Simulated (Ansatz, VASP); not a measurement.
**CdTe: VASP beside Ansatz**

The input POSCAR:

```
CdTe
1.0
    0.0000000000      3.2050000000      3.2050000000
    3.2050000000      0.0000000000      3.2050000000
    3.2050000000      3.2050000000      0.0000000000
Te Cd
1 1
Direct
    0.7500000000      0.7500000000      0.7500000000
    0.0000000000      0.0000000000      0.0000000000
```

The input INCAR.step1:

```
SYSTEM = CdTe
PREC = Accurate
ENCUT = 520
EDIFF = 1E-5
ISMEAR = -1
SIGMA = 0.05
LREAL = .FALSE.
LASPH = .TRUE.
NELM = 100
ALGO = Normal
ISIF = 2
LWAVE = .TRUE.
LCHARG = .FALSE.
GGA = PE
NBANDS = 16
```

Contents of INCAR.step2:

```
SYSTEM = CdTe
PREC = Accurate
ENCUT = 520
EDIFF = 1E-6
ISMEAR = -1
SIGMA = 0.05
LREAL = .FALSE.
LASPH = .TRUE.
NELM = 100
ALGO = Normal
ISIF = 2
LWAVE = .FALSE.
LCHARG = .FALSE.
GGA = B3
LHFCALC = .TRUE.
AEXX = 0.2
AGGAX = 0.72
AGGAC = 0.81
ALDAC = 0.19
PRECFOCK = Normal
ISTART = 1
NBANDS = 16
```

File KPOINTS:

```
Automatic mesh
0
G
  4 4 4
  0 0 0
```

Contents of input.yaml:

```yaml
crystal:
  lattice:
    - [0.0, 3.205, 3.205]
    - [3.205, 0.0, 3.205]
    - [3.205, 3.205, 0.0]
  atoms:
    - { symbol: Te, position: [0.75, 0.75, 0.75] }
    - { symbol: Cd, position: [0.0, 0.0, 0.0] }
hamiltonian:
  xc: b3lyp
  pseudopotentials: { kind: paw }
kpoints:
  mp_grid: { grid: [4, 4, 4] }
  band_path:
    path:
      - [[0.0, 0.0, 0.0], [0.5, 0.0, 0.5], [0.5, 0.25, 0.75], [0.375, 0.375, 0.75], [0.0, 0.0, 0.0], [0.5, 0.5, 0.5], [0.625, 0.25, 0.625], [0.5, 0.25, 0.75], [0.5, 0.5, 0.5], [0.375, 0.375, 0.75]]
      - [[0.625, 0.25, 0.625], [0.5, 0.0, 0.5]]
    npoints: 4
scf:
  occupations: { method: fermi_dirac, width: 0.05 }
  n_extra_bands: 6
output:
  forces: true
  stress: true
  eigenvalues: true
  fatbands: false
```

Alike in both runs: functional B3LYP; k mesh 4 × 4 × 4; occupations fermi-dirac, width 0.05 eV; no spin polarisation.

```csv
,VASP,Ansatz
version,VASP 6.6.1,Ansatz 0.2.0
potentials or method,"VASP PAW PBE potentials, release 64 (Te, Cd)",Ansatz PAW
plane-wave cutoff (eV),520,420
valence electrons in the cell,18,36
task,single point,band structure
```

```tsv
	VASP	Ansatz	Ansatz less VASP
gap on the k mesh at the Fermi level (eV)	1.99	1.99	+0.001
least direct gap on the mesh (eV)	1.99	1.99	+0.001
pressure (GPa)	5.9	5.8	-0.13
```

VASP's potentials were made for PBE, not for B3LYP. The functional is the same, so the differences come from potentials, cutoffs and numerics. VASP's potentials hold 18 valence electrons a cell and Ansatz's 36, so a difference there can come from the potentials and not from the codes.

The k mesh is coarse, so the values compare programs but aren't converged. Spin-orbit coupling is off throughout.
